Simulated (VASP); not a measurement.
GaN: single point with LDA

The system is GaN.

```
Ga N
1.0
     3.18000    0.00000    0.00000
    -1.59000    2.75396    0.00000
     0.00000    0.00000    5.16600
Ga N
2 2
Cartesian
  1.5900 0.9180 2.5830
  0.0000 1.8360 0.0000
  1.5900 0.9180 4.5203
  0.0000 1.8360 1.9373
```

* Program: VASP 6.6.1
* Task: single point
* Functional: LDA
* Potentials or basis: VASP PAW LDA potentials, release 64 (Ga_d, N)
* Cutoff: 520 eV
* k mesh: 10 × 10 × 5
* Occupations: fermi-dirac, width 0.05 eV
* Spin: non-collinear spin, zero start, spin-orbit coupling
* Starting moments: [[0.0, 0.0, 0.0], [0.0, 0.0, 0.0], [0.0, 0.0, 0.0], [0.0, 0.0, 0.0]] μB

```json
{
  "Pressure": "-3.4 GPa",
  "Largest force": "0.128 eV/Å",
  "Net moment": "0.00 μB per cell",
  "Valence electrons inside the program's atomic spheres": "Ga 11.90; N 3.71"
}
```

Forces in eV/Å, atoms in the order of the input:
```
Ga   0.000  0.000 -0.128
Ga   0.000  0.000 -0.128
N    0.000  0.000  0.128
N    0.000  0.000  0.128
```

Stress tensor (GPa, compression positive):
```
-4.14  0.00  0.00
 0.00 -4.14  0.00
 0.00  0.00 -1.96
```

Moments on the atoms (μB; x, y, z):
```
Ga  0.00 0.00 0.00
Ga  0.00 0.00 0.00
N   0.00 0.00 0.00
N   0.00 0.00 0.00
```

Wall time 6.9 min on 1 thread of Oxide Virtual Turin-like Processor (shared host), peak memory 0.32 GiB.

Caveat: the cell stands under tension.
